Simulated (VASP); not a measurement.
Input of a VASP 6.6.1 run:

The input INCAR:

```
ALGO = Normal ; EDIFF = 1E-7
ENCUT = 520 ; GGA = PE
ISIF = 2 ; ISMEAR = -1
LASPH = T ; LCHARG = F
LREAL = F ; LWAVE = F
NBANDS = 35 ; NELM = 80
PREC = Accurate ; SIGMA = 0.02
```

File KPOINTS:

```
k-points
0
Gamma
  6 6 6
```

The input POSCAR:

```
Al2O3
1.0
    2.3793614130      1.3737249523      4.3315939886
   -2.3793614130      1.3737249523      4.3315939886
    0.0000000000     -2.7474499046      4.3315939886
Al O
4 6
Direct
    0.8519115234      0.8519115234      0.8519115234
    0.3519115234      0.3519115234      0.3519115234
    0.1480884766      0.1480884766      0.1480884766
    0.6480884766      0.6480884766      0.6480884766
    0.4436339008      0.0563660992      0.7500000000
    0.0563660992      0.7500000000      0.4436339008
    0.5563660992      0.9436339008      0.2500000000
    0.2500000000      0.5563660992      0.9436339008
    0.9436339008      0.2500000000      0.5563660992
    0.7500000000      0.4436339008      0.0563660992
```

Potentials or basis: VASP PAW PBE potentials, release 64 (Al, O).

Launch:

```bash
$ cat potpaw_PBE.64/Al/POTCAR potpaw_PBE.64/O/POTCAR > POTCAR
$ mpirun -np 1 vasp_std > vasp.out
```

(1) What does it give for the band gap on the k mesh?

(2) Predict the pressure.

(3) Predict the largest force.

## Answers

(1) 6.24 eV, direct.

(2) 7.4 GPa.

(3) 0.034 eV/Å.
